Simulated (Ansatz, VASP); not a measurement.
## MnSb in VASP and in Ansatz

```
Mn Sb
1.0
     0.00000    2.73796    2.73796
     2.73796    0.00000    2.73796
     2.73796    2.73796    0.00000
Mn Sb
1 1
Direct
  0.00000 0.00000 0.00000
  0.50000 0.50000 0.50000
```

Change from the starting cell: volume scaled by 0.94, LAPW.

Alike in both runs: task single point; functional PBE; k mesh 12 × 12 × 12; occupations fermi-dirac, width 0.08 eV; collinear spin.

|  | VASP | Ansatz |
| --- | --- | --- |
| version | VASP 6.6.1 | Ansatz 0.2.0 |
| potentials or method | VASP PAW PBE potentials, release 64 (Mn_pv, Sb), cutoff 520 eV | all-electron LAPW, scalar-relativistic |

VASP gave:

```
pressure (GPa)                                                : 3.7
net moment per atom (μB)                                      : 1.86
size of the moment on the site where the two differ most (μB) : 3.63
```

Q: Estimate Ansatz's values.

A: Pressure (GPa): 3.8; net moment per atom (μB): 1.86; size of the moment on the site where the two differ most (μB): 3.74.

Site moments also hang on the region over which each program counts them. Ansatz ran all-electron here, and VASP with PAW potentials.

Neither program's run includes spin-orbit coupling.
